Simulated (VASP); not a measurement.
Set up this calculation in VASP 6.6.1, as the native input.

```
Task                   : single point
Functional             : PBEsol
Potentials or basis    : VASP PAW PBE potentials, release 64 (Ga_d)
Cutoff                 : 520 eV
k mesh                 : 24 × 24 × 24
Occupations            : gaussian, width 0.15 eV
Spin                   : no spin polarisation
Dipole correction      : no
Further INCAR settings : ALGO = Fast; EDIFF = 1e-07; NBANDS = 12
```

The structure of Ga lies in POSCAR:

```
Ga
1.0
   -1.4250600000      1.4250600000      2.1955650000
    1.4250600000     -1.4250600000      2.1955650000
    1.4250600000      1.4250600000     -2.1955650000
Ga
1
Direct
    0.0000000000      0.0000000000      0.0000000000
```

This cell differs from its parent crystal: strain +0.015 along x and y, -0.015 along z.

The input as run:

INCAR

```
SYSTEM = Ga
  ALGO = Fast
  EDIFF = 1E-7
  ENCUT = 520
  GGA = PS
  ISIF = 2
  ISMEAR = 0
  LASPH = .True.
  LCHARG = .True.
  LELF = .True.
  LREAL = .False.
  LVHAR = .True.
  LWAVE = .False.
  NBANDS = 12
  NELM = 100
  PREC = Accurate
  SIGMA = 0.15
```

KPOINTS

```
k-points
0
Gamma
  24 24 24
  0 0 0
```

Potentials or basis: VASP PAW PBE potentials, release 64 (Ga_d).

Launch:

```bash
$ cat potpaw_PBE.64/Ga_d/POTCAR > POTCAR
$ mpirun -np 1 vasp_std > vasp.out
```

Results of the run:

* Pressure: -0.4 GPa
* Band gap on the k mesh: zero (an odd number of electrons rules out a gap without spin polarisation)

Caveat: the cell differs from its parent crystal (strain +0.015 along x and y, -0.015 along z); the PAW data sets were made with another functional, which shifts forces and pressure a little.

It took 2.5 min on 1 thread of Intel(R) Xeon(R) Platinum 8259CL CPU @ 2.50GHz (Skylake/Cascade Lake), with other jobs on the host, peak memory 0.32 GiB.
